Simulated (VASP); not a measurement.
A run of VASP 6.6.1 is set up as follows.

INCAR

```
SYSTEM = Ca2CdSi3
ALGO     = Normal         ! electronic algorithm
EDIFF    = 1E-7           ! SCF threshold, eV
ENCUT    = 520            ! plane-wave cutoff, eV
GGA      = PE             ! functional
ISIF     = 2              ! what is computed and relaxed
ISMEAR   = -1             ! smearing method
LASPH    = .TRUE.         ! aspherical terms in the spheres
LCHARG   = .TRUE.         ! write CHGCAR
LELF     = .TRUE.         ! ELF
LREAL    = .FALSE.        ! projectors in reciprocal space
LVHAR    = .TRUE.       
LWAVE    = .FALSE.        ! write WAVECAR
NBANDS   = 56             ! bands
NELM     = 100            ! most SCF steps
PREC     = Accurate       ! precision mode
SIGMA    = 0.05           ! smearing width, eV
```

File KPOINTS:

```
k-points
0
G
  4 4 4
  0 0 0
```

POSCAR

```
Ca2CdSi3
1.0
   -4.2509640000      7.3572610000      0.0000000000
    4.2509640000      0.0000000000      4.4201850000
    4.2509640000      7.3572610000      0.0000000000
Ca Si Cd
4 6 2
Direct
    0.2429428650      0.4858857300      0.7570571350
    0.7570571350      0.5141142700      0.2429428650
    0.2500000000      0.5000000000      0.2500000000
    0.7500000000      0.5000000000      0.7500000000
    0.8389510762      0.0000000000      0.3210734365
    0.1610489238      0.0000000000      0.6789265635
    0.6789265635      0.0000000000      0.1610489238
    0.3210734365      0.0000000000      0.8389510762
    0.1597116778      0.0000000000      0.1597116778
    0.8402883222      0.0000000000      0.8402883222
    0.6658359290      0.0000000000      0.6658359290
    0.3341640710      0.0000000000      0.3341640710
```

Potentials or basis: VASP PAW PBE potentials, release 64 (Ca_sv, Si, Cd).

Command:

```console
$ cat potpaw_PBE.64/Ca_sv/POTCAR potpaw_PBE.64/Si/POTCAR potpaw_PBE.64/Cd/POTCAR > POTCAR
$ mpirun -np 1 vasp_std > vasp.out
```

Task: Estimate the band gap on the k mesh.

Result: Zero (bands 44 and 45 overlap by 1.10 eV).

Task: Estimate the largest force.

Result: 0.026 eV/Å.

Task: What does it give for the pressure?

Result: -1.3 GPa.

Stress tensor (GPa, compression positive):
```
-1.58  0.00  0.00
 0.00 -1.56  0.00
 0.00  0.00 -0.83
```
